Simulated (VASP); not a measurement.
Write the native input for VASP 6.6.1 that does the following.

| Quantity | Value |
| --- | --- |
| Task | relaxation of cell and atoms |
| Functional | PBE |
| Potentials or basis | VASP PAW PBE potentials, release 64 (C) |
| Cutoff | 600 eV |
| k mesh | 23 × 23 × 23 |
| Occupations | fermi-dirac, width 0.1 eV |
| Spin | no spin polarisation |
| Dipole correction | no |
| Further INCAR settings | ALGO = Normal; EDIFF = 1e-06; IBRION = 2; EDIFFG = -0.005; NSW = 60; ISIF = 3 |

The structure of C lies in POSCAR:

```
C
1.0
    0.0000000000      1.4812480342      1.4812480342
    1.4812480342      0.0000000000      1.4812480342
    1.4812480342      1.4812480342      0.0000000000
C
1
Direct
    0.0000000000      0.0000000000      0.0000000000
```

These files were run (other wordings do the same):

INCAR

```
SYSTEM = C
PREC = Accurate
ENCUT = 600
EDIFF = 1E-6
ISMEAR = -1
SIGMA = 0.1
LREAL = .False.
LASPH = .True.
NELM = 60
ALGO = Normal
ISIF = 3
LWAVE = .False.
LCHARG = .False.
GGA = PE
IBRION = 2
NSW = 60
EDIFFG = -0.005
```

KPOINTS

```
regular mesh
0
Gamma
  23 23 23
  0 0 0
```

Potentials or basis: VASP PAW PBE potentials, release 64 (C).

Launch:

```sh
$ cat potpaw_PBE.64/C/POTCAR > POTCAR
$ mpirun -np 1 vasp_std > vasp.out
```

Results of the run:

```
Relaxed volume                         : 7.34 Å³/atom
Relaxed cell                           : a = 2.181 Å, b = 2.181 Å, c = 2.181 Å, α = 60.00°, β = 60.00°, γ = 60.00°
Space group after relaxing (to 0.05 Å) : Fm-3m (No. 225)
Energy gained by relaxing              : 52.3 meV/atom
Ionic steps                            : 3
Pressure after relaxing                : 0.1 GPa
Band gap on the k mesh                 : zero (band 2 reaches 15.48 eV, above the bottom of band 3 at 4.43 eV)
```

Wall time 15 s on 1 thread of Intel(R) Xeon(R) Platinum 8488C (Sapphire Rapids), on a shared host, peak memory 0.12 GiB.
